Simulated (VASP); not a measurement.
# Al3Pd (Pm-3m) in VASP: notebook, part 2 of 2

VASP 6.6.1. Earlier steps stand in the parts before.

## 5. Single point, PBE

INCAR

```
PREC = Accurate
ENCUT = 520
EDIFF = 1E-6
ISMEAR = 0
SIGMA = 0.1
LREAL = False
LASPH = True
NELM = 100
ALGO = Fast
ISIF = 2
LWAVE = False
LCHARG = True
GGA = PE
LELF = True
LVHAR = True
NBANDS = 18
```

KPOINTS

```
regular mesh
0
Gamma
  16 16 16
```

POSCAR

```
Al3Pd
1.0
    3.9469100000      0.0000000000      0.0000000000
    0.0000000000      3.9469100000      0.0000000000
    0.0000000000      0.0000000000      3.9469100000
Al Pd
3 1
Direct
    0.0000000000      0.5000000000      0.5000000000
    0.5000000000      0.0000000000      0.5000000000
    0.5000000000      0.5000000000      0.0000000000
    0.0000000000      0.0000000000      0.0000000000
```

Potentials or basis: VASP PAW PBE potentials, release 64 (Al, Pd).

Command:

```console
> cat potpaw_PBE.64/Al/POTCAR potpaw_PBE.64/Pd/POTCAR > POTCAR
> mpirun -np 1 vasp_std > vasp.out
```

OUTCAR:

```text
PREC = Accurate
   ENCUT = 520
   EDIFF = 1E-6
   ISMEAR = 0
   LREAL = False
   LASPH = True
   NELM = 100
   ISIF = 2
   GGA = PE

 ion  position               nearest neighbor table
   1  0.000  0.500  0.500-   2 2.79   3 2.79   4 2.79   3 2.79   4 2.79   2 2.79   4 2.79   4 2.79
                             2 2.79   3 2.79   3 2.79   2 2.79
   2  0.500  0.000  0.500-   1 2.79   3 2.79   4 2.79   3 2.79   4 2.79   1 2.79   3 2.79   3 2.79
                             1 2.79   4 2.79   4 2.79   1 2.79
   3  0.500  0.500  0.000-   1 2.79   2 2.79   4 2.79   1 2.79   2 2.79   2 2.79   4 2.79   2 2.79
                             1 2.79   4 2.79   1 2.79   4 2.79
   4  0.000  0.000  0.000-   1 2.79   2 2.79   3 2.79   1 2.79   2 2.79   1 2.79   3 2.79   1 2.79
                             2 2.79   3 2.79   2 2.79   3 2.79

  LATTYP: Found a simple cubic cell.
 ALAT       =     3.9469100000

  Lattice vectors:

 A1 = (   3.9469100000,   0.0000000000,   0.0000000000)
 A2 = (   0.0000000000,   3.9469100000,   0.0000000000)
 A3 = (   0.0000000000,   0.0000000000,   3.9469100000)

Analysis of symmetry for initial positions (statically):
=====================================================================
 Subroutine PRICEL returns:
 Original cell was already a primitive cell.

 Routine SETGRP: Setting up the symmetry group for a
 simple cubic supercell.

 Subroutine GETGRP returns: Found 48 space group operations
 (whereof 48 operations were pure point group operations)
 out of a pool of 48 trial point group operations.

The static configuration has the point symmetry O_h .

Analysis of symmetry for dynamics (positions and initial velocities):
=====================================================================
 Subroutine PRICEL returns:
 Original cell was already a primitive cell.

 Routine SETGRP: Setting up the symmetry group for a
 simple cubic supercell.

 Subroutine GETGRP returns: Found 48 space group operations
 (whereof 48 operations were pure point group operations)
 out of a pool of 48 trial point group operations.

The dynamic configuration has the point symmetry O_h .
[... 126 lines left out ...]
  Thomas-Fermi vector in A             =   2.243305
   LORBIT       =      0    0 simple, 1 ext, 2 COOP (PROOUT), +10 PAW based schemes
   GGA     = PE    functional components
   LHFCALC =     F    Hartree Fock is set to
   AEXX    =    0.0000 exact exchange contribution
   IVDW    =     0    specifies the selected vdW correction
   LEPSILON=     F    determine dielectric tensor
   LRPA    =     F    only Hartree local field effects (RPA)
 non-spin polarized calculation
 RMM-DIIS sequential band-by-band and
 Gauss-broadening in eV      SIGMA  =   0.10
  energy-cutoff  :      520.00
  volume of cell :       61.49
 maximum number of plane-waves:      1683
 NGX is ok and might be reduce to    30
   NGX = 15   NGY = 15   NGZ = 15

 number of electron      19.0000003 magnetization

 Free energy of the ion-electron system (eV)
  ---------------------------------------------------
  ext. energy  EPLUGINS =         0.00000000
  ---------------------------------------------------
  free energy    TOTEN  =       -17.82611856 eV

  energy without entropy =      -17.81806162  energy(sigma->0) =      -17.82209009

 E-fermi :   9.3401     XC(G=0): -11.0665

 val. band max:        9.3345565516   @ k =   0.4375   0.3125   0.1250
 cond. band min:       9.3536085285   @ k =   0.3750   0.2500   0.0625
 fundamental gap:      0.0190519769
 Fermi energy:         9.3400689256

 k-point     1 :       0.0000    0.0000    0.0000
  band No.  band energies     occupation
      1      -1.7687      2.00000
      2       4.2639      2.00000
      3       4.2639      2.00000
      4       5.6257      2.00000
      5       5.6257      2.00000
      6       5.6257      2.00000
[... 481 lines left out ...]
      5       4.8587      2.00000
      6       5.5982      2.00000
[... 10 lines left out ...]
     17      17.3387      0.00000
     18      18.4759      0.00000

 [... further k-points ...]

------------------------ aborting loop because EDIFF is reached ----------------------------------------

  FORCE on cell =-STRESS in cart. coord.  units (eV):
  Direction    XX          YY          ZZ          XY          YZ          ZX
  --------------------------------------------------------------------------------------
  -------------------------------------------------------------------------------------
  Total        0.4514119      0.4514119      0.4514119     -0.0000000      0.0000000      0.0000000
  in kB       11.7628336     11.7628336     11.7628336     -0.0000000      0.0000000      0.0000000
  external PRESSURE =      11.7628336 kB  Pullay stress =       0.0000000 kB

 VOLUME and BASIS-vectors are now :
 -----------------------------------------------------------------------------
  energy-cutoff  :      520.00
  volume of cell :       61.49
      direct lattice vectors                 reciprocal lattice vectors
     3.946910000  0.000000000  0.000000000     0.253362757  0.000000000  0.000000000
     0.000000000  3.946910000  0.000000000     0.000000000  0.253362757  0.000000000
     0.000000000  0.000000000  3.946910000     0.000000000  0.000000000  0.253362757

 POSITION                                       TOTAL-FORCE (eV/Angst)
 -----------------------------------------------------------------------------------
      0.00000      1.97345      1.97345         0.000000      0.000000      0.000000
      1.97345      0.00000      1.97345         0.000000      0.000000      0.000000
      1.97345      1.97345      0.00000         0.000000      0.000000      0.000000
      0.00000      0.00000      0.00000         0.000000      0.000000      0.000000
 -----------------------------------------------------------------------------------
    total drift:                                0.000000     -0.000000      0.000000

  FREE ENERGIE OF THE ION-ELECTRON SYSTEM (eV)
  ---------------------------------------------------
  free  energy   TOTEN  =       -17.8261185558 eV

  energy  without entropy=      -17.8180616241  energy(sigma->0) =      -17.82209009
```

OSZICAR:

```text
N       E                     dE             d eps       ncg     rms          rms(c)
DAV:   1     0.563673418922E+02    0.56367E+02   -0.73347E+03  5940   0.867E+02
DAV:   2    -0.163001256466E+02   -0.72667E+02   -0.66728E+02  6776   0.166E+02
DAV:   3    -0.183835392135E+02   -0.20834E+01   -0.20561E+01  7612   0.266E+01
DAV:   4    -0.184005649411E+02   -0.17026E-01   -0.17014E-01  6946   0.269E+00
DAV:   5    -0.184008115145E+02   -0.24657E-03   -0.24657E-03  6990   0.326E-01    0.806E+00
RMM:   6    -0.181267098386E+02    0.27410E+00   -0.29332E+00  5954   0.104E+01    0.498E+00
RMM:   7    -0.178605726003E+02    0.26614E+00   -0.46646E-01  6011   0.421E+00    0.228E+00
RMM:   8    -0.178311445275E+02    0.29428E-01   -0.33048E-02  6078   0.781E-01    0.540E-01
RMM:   9    -0.178261780007E+02    0.49665E-02   -0.76569E-03  6386   0.568E-01    0.138E-01
RMM:  10    -0.178261087290E+02    0.69272E-04   -0.51047E-04  6645   0.130E-01    0.494E-02
RMM:  11    -0.178261185496E+02   -0.98206E-05   -0.10601E-04  6861   0.645E-02    0.243E-02
RMM:  12    -0.178261189259E+02   -0.37626E-06   -0.28470E-05  6904   0.339E-02    0.122E-02
RMM:  13    -0.178261191594E+02   -0.23356E-06   -0.11515E-05  6522   0.225E-02    0.992E-03
RMM:  14    -0.178261185558E+02    0.60363E-06   -0.48437E-06  5899   0.145E-02
   1 F= -.17826119E+02 E0= -.17822090E+02  d E =-.805693E-02
```

It took 2.1 min on 1 thread of Intel Xeon Platinum 8259CL at 2.50GHz (Skylake/Cascade Lake), shared host; peak memory 0.29 GiB.

What came out:

```yaml
Free_energy: -17.8261 eV
Pressure: 1.2 GPa
```

Levels at points of the mesh, in eV from the Fermi level:
```csv
k point,band 5,band 6,band 7,band 8,band 9,band 10,band 11,band 12,band 13,band 14
"(0.00, 0.00, 0.00)",-3.71,-3.71,-2.35,-2.35,-2.35,0.05,1.74,1.74,5.78,5.78
"(0.50, 0.00, 0.00)",-4.52,-3.63,-3.17,0.49,0.49,0.87,1.10,1.10,1.36,3.92
"(0.50, 0.50, 0.00)",-4.23,-4.23,-3.21,-2.83,-2.56,1.06,3.53,3.53,3.99,3.99
"(0.50, 0.50, 0.50)",-3.75,-3.75,-3.75,-3.19,-3.19,-1.26,-0.70,-0.70,-0.70,11.73
```

## 6. Single point, PBE

INCAR

```
ALGO = Normal
EDIFF = 1E-6
ENCUT = 520
GGA = PE
ISIF = 2
ISMEAR = 0
LASPH = True
LCHARG = False
LREAL = False
LWAVE = False
NBANDS = 18
NELM = 80
PREC = Accurate
SIGMA = 0.1
```

KPOINTS

```
k-points
0
Gamma
  14 14 14
```

POSCAR is that of step 5.

Potentials or basis: VASP PAW PBE potentials, release 64 (Al, Pd).

Command:

```console
> cat potpaw_PBE.64/Al/POTCAR potpaw_PBE.64/Pd/POTCAR > POTCAR
> mpirun -np 1 vasp_std > vasp.out
```

It took 77 s on 1 thread of Intel Xeon Platinum 8259CL at 2.50GHz (Skylake/Cascade Lake), shared host; peak memory 0.25 GiB.

The run converged. Its results:

```yaml
Free_energy: -17.8228 eV
Pressure: 1.2 GPa
```

Levels at points of the mesh, in eV from the Fermi level:
```tsv
k point	band 7	band 8	band 9	band 10	band 11	band 12
(0.00, 0.00, 0.00)	-2.35	-2.35	-2.35	0.05	1.74	1.74
(0.50, 0.00, 0.00)	-3.16	0.49	0.49	0.87	1.11	1.11
(0.50, 0.50, 0.00)	-3.21	-2.82	-2.56	1.06	3.53	3.53
(0.50, 0.50, 0.50)	-3.75	-3.18	-3.18	-1.26	-0.70	-0.70
```

## 7. The runs side by side

```tsv
cell	k mesh	smearing	gap on the mesh (eV)	pressure (GPa)
a = 3.947 Å, 4 atoms	10 × 10 × 10	fermi-dirac 0.5 eV	none	2.2
a = 7.459 Å, 4 atoms	4 × 4 × 4	gaussian 0.1 eV	none	-1.6
a = 3.947 Å, 4 atoms	12 × 12 × 12	gaussian 0.1 eV	none	1.2
a = 3.947 Å, 4 atoms	16 × 16 × 16	gaussian 0.1 eV	none	1.2
a = 3.947 Å, 4 atoms	14 × 14 × 14	gaussian 0.1 eV	none	1.2
```

Alike in all rows: task single point; level PBE; potentials or basis VASP PAW PBE potentials, release 64 (Al, Pd); no spin polarisation; cutoff (eV) 520.

Every run on the cell as given and a fine mesh finds a metal.

Absolute energies hang on the potentials; compare differences alone.
